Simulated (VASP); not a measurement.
Write the native input for VASP 6.6.1 that does the following.

```yaml
Task: single point
Functional: r2SCAN
Potentials_or_basis: VASP PAW PBE potentials, release 64 (Zn, O)
Cutoff: 520 eV
k_mesh: 10 × 10 × 10
Occupations: gaussian, width 0.01 eV
Spin: no spin polarisation
Dipole_correction: no
Further_INCAR_settings: ALGO = Normal; EDIFF = 1e-06; NBANDS = 16
```

ZnO:

```xyz
2
Lattice="0.0000 2.1525 2.1525 2.1525 0.0000 2.1525 2.1525 2.1525 0.0000" Properties=species:S:1:pos:R:3 pbc="T T T"
Zn    0.0000    0.0000    0.0000
O     2.1525    2.1525    2.1525
```

This cell differs from its parent crystal: strain +0.9%.

These files were run (other wordings do the same):

POSCAR

```
ZnO
1.0
    0.0000000000      2.1525475758      2.1525475758
    2.1525475758      0.0000000000      2.1525475758
    2.1525475758      2.1525475758      0.0000000000
Zn O
1 1
Direct
    0.0000000000      0.0000000000      0.0000000000
    0.5000000000      0.5000000000      0.5000000000
```

INCAR.step1

```
ALGO = Normal ; EDIFF = 1E-4
ENCUT = 520 ; GGA = PE
ISMEAR = 0 ; LASPH = True
LCHARG = False ; LREAL = False
LWAVE = True ; NBANDS = 16
NELM = 100 ; PREC = Accurate
SIGMA = 0.01
```

INCAR.step2

```
ALGO = Normal ; EDIFF = 1E-6
ENCUT = 520 ; ISIF = 2
ISMEAR = 0 ; ISTART = 1
LASPH = True ; LCHARG = True
LELF = True ; LMIXTAU = True
LREAL = False ; LVHAR = True
LWAVE = False ; METAGGA = R2SCAN
NBANDS = 16 ; NELM = 100
PREC = Accurate ; SIGMA = 0.01
```

KPOINTS

```
k-points
0
Gamma
  10 10 10
```

Potentials or basis: VASP PAW PBE potentials, release 64 (Zn, O).

Run with:

```bash
$ cat potpaw_PBE.64/Zn/POTCAR potpaw_PBE.64/O/POTCAR > POTCAR
$ cp INCAR.step1 INCAR
$ mpirun -np 1 vasp_std > vasp.out
$ cp INCAR.step2 INCAR
$ mpirun -np 1 vasp_std > vasp.out
```

It gave:

The pressure is -3.4 GPa and the band gap on the k mesh is 1.42 eV, indirect (least direct gap 2.75 eV).

Caveat: the cell differs from its parent crystal (strain +0.9%); the PAW data sets were made with another functional, which shifts forces and pressure a little.

Run time: 38 s on 1 thread of AMD EPYC 9R45 (Zen 5) (shared host), peak memory 0.12 GiB.
